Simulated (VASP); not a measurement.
A run of VASP 6.6.1 is set up as follows.

The input INCAR:

```
SYSTEM = LiHF2
PREC = Accurate
ENCUT = 520
EDIFF = 1E-7
ISMEAR = -1
SIGMA = 0.03
LREAL = .FALSE.
LASPH = .TRUE.
NELM = 80
ALGO = Normal
ISIF = 2
LWAVE = .FALSE.
LCHARG = .FALSE.
GGA = CA
NBANDS = 17
```

Contents of KPOINTS:

```
Automatic mesh
0
G
  8 8 8
  0 0 0
```

POSCAR

```
LiHF2
1.0
    1.4669835874      0.8469633691      4.3666887241
   -1.4669835874      0.8469633691      4.3666887241
    0.0000000000     -1.6939267382      4.3666887241
Li H F
1 1 2
Direct
    0.0000000000      0.0000000000      0.0000000000
    0.5000000000      0.5000000000      0.5000000000
    0.4133018800      0.4133018800      0.4133018800
    0.5866981200      0.5866981200      0.5866981200
```

Potentials or basis: VASP PAW LDA potentials, release 64 (Li_sv, H, F).

Run with:

```bash
$ cat potpaw_LDA.64/Li_sv/POTCAR potpaw_LDA.64/H/POTCAR potpaw_LDA.64/F/POTCAR > POTCAR
$ mpirun -np 1 vasp_std > vasp.out
```

(1) Predict the largest force.

(2) What does it give for the band gap on the k mesh?

Answers

(1) 0.285 eV/Å.

(2) 8.05 eV (least direct gap 8.25 eV).
